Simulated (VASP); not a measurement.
Crystal: Ir.

```
CELL_PARAMETERS angstrom
0.00000 1.92500 1.92500
1.92500 0.00000 1.92500
1.92500 1.92500 0.00000
ATOMIC_POSITIONS crystal
Ir 0.00000 0.00000 0.00000
```

| Property | Result |
| --- | --- |
| Program | VASP 6.6.1 |
| Task | relaxation of cell and atoms |
| Functional | PBEsol |
| Potentials or basis | VASP PAW PBE potentials, release 64 (Ir) |
| Cutoff | 600 eV |
| k mesh | 12 × 12 × 12 |
| Occupations | gaussian, width 0.1 eV |
| Spin | no spin polarisation |

At the start: pressure -5.2 GPa; volume 14.27 Å³/atom.

Question: How do energy, volume and symmetry change on relaxing?

Answer: Over 6 steps the energy falls by 3.2 meV/atom and the volume is 14.07 Å³/atom (-1.4 %); space group Fm-3m (No. 225, to 0.05 Å).

Step by step:
```tsv
step	energy change (eV)	largest force (eV/Å)	pressure (GPa)	volume (Å³)
1	0.0000	0.0000	-5.18	14.27
2	0.0490	0.0000	24.03	13.34
3	-0.0032	0.0000	-0.18	14.08
4	-0.0032	0.0000	0.06	14.07
5	-0.0032	0.0000	-0.23	14.08
6	-0.0032	0.0000	0.02	14.07
```

Final structure:
```
Ir
1.0
     0.00000    1.91620    1.91620
     1.91620    0.00000    1.91620
     1.91620    1.91620    0.00000
Ir
1
Direct
  0.00000 0.00000 0.00000
```

Caveat: the PAW data sets were made with another functional, which shifts forces and pressure a little.
